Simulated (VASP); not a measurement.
# B2W (P6/mmm) in VASP: relaxation of shape and atoms at fixed volume with LDA

Aim: the relaxation of shape and atoms at fixed volume of B2W with LDA.

Everything below comes from runs of VASP 6.6.1. Logs are shortened: lines on timing, memory, paths and dates and some standing lists are left out, and cuts for length are marked.

### Step 1. The cell of the first run

The structure is hexagonal, space group P6/mmm (No. 191). The conventional cell has a = 3.007 Å, b = 3.007 Å, c = 3.332 Å, α = 90.00°, β = 90.00°, γ = 120.00°. B (site symmetry -6m2) has 3 B at 1.74 Å within 2.3 Å. W (site symmetry 6/mmm) has 12 B at 2.41 Å and 6 W at 3.01 Å within 3.2 Å.

### Step 2. Relaxation of shape and atoms at fixed volume, LDA (volume scaled by 1.02)

INCAR

```
SYSTEM = B2W
PREC = Accurate ; ENCUT = 600
EDIFF = 1E-7 ; ISMEAR = -1
SIGMA = 0.15 ; LREAL = .False.
LASPH = .True. ; NELM = 80
ALGO = Normal ; ISIF = 4
LWAVE = .False. ; LCHARG = .False.
IBRION = 2 ; NSW = 80
EDIFFG = -0.001
```

KPOINTS

```
regular mesh
0
Gamma
  18 18 12
  0 0 0
```

POSCAR

```
B2W
1.0
    3.0068202873      0.0000000000      0.0000000000
   -1.5034101436      2.6039827534      0.0000000000
    0.0000000000      0.0000000000      3.3318296221
B W
2 1
Direct
    0.3333333333      0.6666666667      0.5000000000
    0.6666666667      0.3333333333      0.5000000000
    0.0000000000      0.0000000000      0.0000000000
```

Potentials or basis: VASP PAW LDA potentials, release 64 (B, W_sv).

Started as:

```bash
$ cat potpaw_LDA.64/B/POTCAR potpaw_LDA.64/W_sv/POTCAR > POTCAR
$ mpirun -np 1 vasp_std > vasp.out
```

OUTCAR:

```text
SYSTEM = B2W
   PREC = Accurate
   ENCUT = 600
   EDIFF = 1E-7
   ISMEAR = -1
   LREAL = .False.
   LASPH = .True.
   NELM = 80
   ISIF = 4
   IBRION = 2
   NSW = 80
   EDIFFG = -0.001

 ion  position               nearest neighbor table
   1  0.333  0.667  0.500-   2 1.74   2 1.74   2 1.74   3 2.41   3 2.41   3 2.41   3 2.41   3 2.41
                             3 2.41
   2  0.667  0.333  0.500-   1 1.74   1 1.74   1 1.74   3 2.41   3 2.41   3 2.41   3 2.41   3 2.41
                             3 2.41
   3  0.000  0.000  0.000-   1 2.41   2 2.41   1 2.41   2 2.41   1 2.41   1 2.41   2 2.41   2 2.41
                             2 2.41   2 2.41   1 2.41   1 2.41

  LATTYP: Found a hexagonal cell.
 ALAT       =     3.0068202873
 C/A-ratio  =     1.1080907084

  Lattice vectors:

 A1 = (   3.0068202873,   0.0000000000,   0.0000000000)
 A2 = (  -1.5034101436,   2.6039827534,   0.0000000000)
 A3 = (   0.0000000000,   0.0000000000,   3.3318296221)

Analysis of symmetry for initial positions (statically):
=====================================================================
 Subroutine PRICEL returns:
 Original cell was already a primitive cell.

 Routine SETGRP: Setting up the symmetry group for a
 hexagonal supercell.

 Subroutine GETGRP returns: Found 24 space group operations
 (whereof 24 operations were pure point group operations)
 out of a pool of 24 trial point group operations.

The static configuration has the point symmetry D_6h.

Analysis of symmetry for dynamics (positions and initial velocities):
=====================================================================
 Subroutine PRICEL returns:
 Original cell was already a primitive cell.

 Routine SETGRP: Setting up the symmetry group for a
 hexagonal supercell.

 Subroutine GETGRP returns: Found 24 space group operations
 (whereof 24 operations were pure point group operations)
 out of a pool of 24 trial point group operations.

The dynamic configuration has the point symmetry D_6h.

 Subroutine INISYM returns: Found 24 space group operations
 (whereof 24 operations are pure point group operations),
 and found     1 'primitive' translations

----------------------------------------------------------------------------------------

                                     Primitive cell

  volume of cell :      26.0873

  direct lattice vectors                    reciprocal lattice vectors
     3.006820287  0.000000000  0.000000000     0.332577243  0.192013561  0.000000000
    -1.503410144  2.603982753  0.000000000     0.000000000  0.384027121  0.000000000
     0.000000000  0.000000000  3.331829622     0.000000000  0.000000000  0.300135395

  length of vectors
     3.006820287  3.006820287  3.331829622     0.384027121  0.384027121  0.300135395

  position of ions in fractional coordinates (direct lattice)
     0.333333333  0.666666667  0.500000000
     0.666666667  0.333333333  0.500000000
     0.000000000  0.000000000  0.000000000

  ion indices of the primitive-cell ions
   primitive index   ion index
                 1           1
                 2           2
                 3           3

----------------------------------------------------------------------------------------

 KPOINTS: regular mesh

Automatic generation of k-mesh.
 Grid dimensions read from file:
 generate k-points for:   18   18   12

 Generating k-lattice:

  Cartesian coordinates                     Fractional coordinates (reciprocal lattice)
     0.018476513  0.010667420  0.000000000     0.055555556 -0.000000000  0.000000000
     0.000000000  0.021334840  0.000000000     0.000000000  0.055555556  0.000000000
     0.000000000  0.000000000  0.025011283     0.000000000  0.000000000  0.083333333

  Length of vectors
     0.021334840  0.021334840  0.025011283

  Shift w.r.t. Gamma in fractional coordinates (k-lattice)
     0.000000000  0.000000000  0.000000000

 Subroutine IBZKPT returns following result:
 ===========================================

 Found    259 irreducible k-points:

 Following reciprocal coordinates:
            Coordinates               Weight
  0.000000  0.000000  0.000000      1.000000
  0.055556  0.000000  0.000000      6.000000
  0.111111  0.000000  0.000000      6.000000
  0.166667 -0.000000  0.000000      6.000000
  0.222222  0.000000  0.000000      6.000000
  0.277778 -0.000000  0.000000      6.000000
[... 16 lines left out ...]
  0.333333  0.111111  0.000000     12.000000
  0.388889  0.111111  0.000000     12.000000
 [... further k-points ...]
   k-points           NKPTS =    259   k-points in BZ     NKDIM =    259   number of bands    NBANDS=     14
   number of dos      NEDOS =    301   number of ions     NIONS =      3
   total plane-waves  NPLWV =  16128
   dimension x,y,z NGX =    24 NGY =   24 NGZ =   28
   dimension x,y,z NGXF=    48 NGYF=   48 NGZF=   56
   ions per type =               2   1
   NGX,Y,Z   is equivalent  to a cutoff of  13.27, 13.27, 13.97 a.u.
   NGXF,Y,Z  is equivalent  to a cutoff of  26.54, 26.54, 27.94 a.u.
 SYSTEM =  B2W
   PREC   = accura    normal or accurate (medium, high low for compatibility)
   ISTART =      0    job   : 0-new  1-cont  2-samecut
   ICHARG =      2    charge: 1-file 2-atom 10-const
   ISPIN  =      1    spin polarized calculation?
   LNONCOLLINEAR =      F non collinear calculations
   LSORBIT =      F    spin-orbit coupling
   LASPH  =      T    aspherical Exc in radial PAW
   ENCUT  =  600.0 eV  44.10 Ry    6.64 a.u.   6.01  6.01  6.65*2*pi/ulx,y,z
   NELM   =     80;   NELMIN=  2; NELMDL= -5     # of ELM steps
   EDIFF  = 0.1E-06   stopping-criterion for ELM
   LREAL  =      F    real-space projection
   EDIFFG = -.1E-02   stopping-criterion for IOM
   NSW    =     80    number of steps for IOM
   IBRION =      2    ionic relax: 0-MD 1-quasi-New 2-CG
   NFREE  =      1    steps in history (QN), initial steepest desc. (CG)
   ISIF   =      4    stress and relaxation
   ISYM   =      2    0-nonsym 1-usesym 2-fastsym
   POTIM  = 0.5000    time-step for ionic-motion
   TEBEG  =    0.0;   TEEND  =   0.0 temperature during run
   PSTRESS=    0.0 pullay stress
   NELECT =      20.0000    total number of electrons
   NUPDOWN=      -1.0000    fix difference up-down
   EMIN   =  10.00;   EMAX   =-10.00  energy-range for DOS
   EFERMI =   0.00;   METHOD = LEGACY
   ISMEAR =    -1;   SIGMA  =   0.15  broadening in eV -4-tet -1-fermi 0-gaus
   EFERMI_NEDOS =   21; number of points for ismear=-14 and -15
   IALGO  =     38    algorithm
   IMIX   =      4    mixing-type and parameters
     AMIX     =   0.40;   BMIX     =  1.00
     AMIX_MAG =   1.60;   BMIX_MAG =  1.00
  volume/ion in A,a.u.               =       8.70        58.68
  Fermi-wavevector in a.u.,A,eV,Ry     =   1.498334  2.831441 30.545155  2.245006
  Thomas-Fermi vector in A             =   2.610107
   LORBIT       =      0    0 simple, 1 ext, 2 COOP (PROOUT), +10 PAW based schemes
   GGA     = CA    functional components
   LHFCALC =     F    Hartree Fock is set to
   AEXX    =    0.0000 exact exchange contribution
   IVDW    =     0    specifies the selected vdW correction
   LEPSILON=     F    determine dielectric tensor
   LRPA    =     F    only Hartree local field effects (RPA)
 conjugate gradient relaxation of ions
 non-spin polarized calculation
  energy-cutoff  :      600.00
  volume of cell :       26.09
 maximum number of plane-waves:       890
   NGX = 13   NGY = 13   NGZ = 13

--------------------------------------- Ionic step        1  -------------------------------------------

 number of electron      19.9999997 magnetization

 Free energy of the ion-electron system (eV)
  ---------------------------------------------------
  ext. energy  EPLUGINS =         0.00000000
  ---------------------------------------------------
  free energy    TOTEN  =       -29.49224825 eV

  energy without entropy =      -29.39579334  energy(sigma->0) =      -29.44402079

------------------------ aborting loop because EDIFF is reached ----------------------------------------

  FORCE on cell =-STRESS in cart. coord.  units (eV):
  Direction    XX          YY          ZZ          XY          YZ          ZX
  --------------------------------------------------------------------------------------
  -------------------------------------------------------------------------------------
  Total       -0.8877031     -0.8877031     -0.7621387     -0.0000000      0.0000000     -0.0000000
  in kB      -54.5192586    -54.5192586    -46.8075836     -0.0000000      0.0000000     -0.0000000
  external PRESSURE =     -51.9487003 kB  Pullay stress =       0.0000000 kB
[... 96 lines left out ...]
  energy  without entropy=      -29.3957469255  energy(sigma->0) =      -29.44407970

--------------------------------------- Ionic step        4  -------------------------------------------

 number of electron      19.9999997 magnetization

 Free energy of the ion-electron system (eV)
  ---------------------------------------------------
  ext. energy  EPLUGINS =         0.00000000
  ---------------------------------------------------
  free energy    TOTEN  =       -29.49241317 eV

  energy without entropy =      -29.39573353  energy(sigma->0) =      -29.44407335

 E-fermi :  12.2406     XC(G=0): -13.7398

 val. band max:       12.2397977420   @ k =   0.0556   0.0000   0.3333
 cond. band min:      12.2456818391   @ k =   0.3889   0.0556   0.3333
 fundamental gap:      0.0058840971
 Fermi energy:        12.2405603646

 k-point     1 :       0.0000    0.0000    0.0000
  band No.  band energies     occupation
      1     -62.3564      2.00000
      2     -26.9650      2.00000
      3     -26.5978      2.00000
      4     -26.5978      2.00000
      5      -3.5185      2.00000
      6       6.5283      2.00000
      7       7.3349      2.00000
      8       7.3349      2.00000
      9       7.8751      2.00000
     10      12.7131      0.08215
     11      12.7131      0.08215
     12      14.5950      0.00000
     13      14.5950      0.00000
     14      16.5104      0.00000
[... 375 lines left out ...]
 k-point    24 :       0.3889    0.1111    0.0000
  band No.  band energies     occupation
      1     -62.3175      2.00000
      2     -27.1586      2.00000
      3     -26.8669      2.00000
      4     -26.7806      2.00000
      5       0.2696      2.00000
      6       2.2281      2.00000
      7       5.6654      2.00000
      8       5.9606      2.00000
      9       8.4864      2.00000
     10      10.2802      2.00000
     11      13.1587      0.00438
     12      14.9071      0.00000
     13      15.2086      0.00000
     14      18.2383      0.00000

 [... further k-points ...]
[... 5 lines left out ...]
  --------------------------------------------------------------------------------------
  -------------------------------------------------------------------------------------
  Total       -0.8316657     -0.8316657     -0.8303601     -0.0000000     -0.0000000     -0.0000000
  in kB      -51.0776595    -51.0776595    -50.9974767     -0.0000000     -0.0000000     -0.0000000
  external PRESSURE =     -51.0509319 kB  Pullay stress =       0.0000000 kB
[... 18 lines left out ...]
  FREE ENERGIE OF THE ION-ELECTRON SYSTEM (eV)
  ---------------------------------------------------
  free  energy   TOTEN  =       -29.4924131724 eV

  energy  without entropy=      -29.3957335310  energy(sigma->0) =      -29.44407335

 reached required accuracy - stopping structural energy minimisation
```

Run time: 3.9 min. Hardware: 1 thread of Intel Xeon Platinum 8488C (Sapphire Rapids), shared host; peak memory 0.23 GiB.

What came out:

```yaml
Free_energy: -29.4924 eV
Energy_gained_by_relaxing: 0.1 meV/atom
Ionic_steps: 4
Pressure_after_relaxing: -5.1 GPa
Band_gap_on_the_k_mesh: zero (band 10 reaches 13.48 eV, above the bottom of band 11 at 10.06 eV)
```

Step by step:
```csv
step,energy change (eV),largest force (eV/Å),pressure (GPa),volume (Å³)
1,0.0000,0.0000,-5.19,26.09
2,-0.0001,0.0000,-5.15,26.09
3,-0.0002,0.0000,-5.11,26.09
4,-0.0002,0.0000,-5.11,26.09
```

Final structure:
```yaml
crystal:
  lattice:
    - [3.00293, 0.00000, 0.00000]
    - [-1.50147, 2.60062, 0.00000]
    - [0.00000, 0.00000, 3.34046]
  atoms:
    - { symbol: B, position: [0.33333, 0.66667, 0.50000] }
    - { symbol: B, position: [0.66667, 0.33333, 0.50000] }
    - { symbol: W, position: [0.00000, 0.00000, 0.00000] }
```

Caveat: the cell differs from its parent crystal (volume scaled by 1.02); spin-orbit coupling is left out, which moves the levels of the heavy elements.
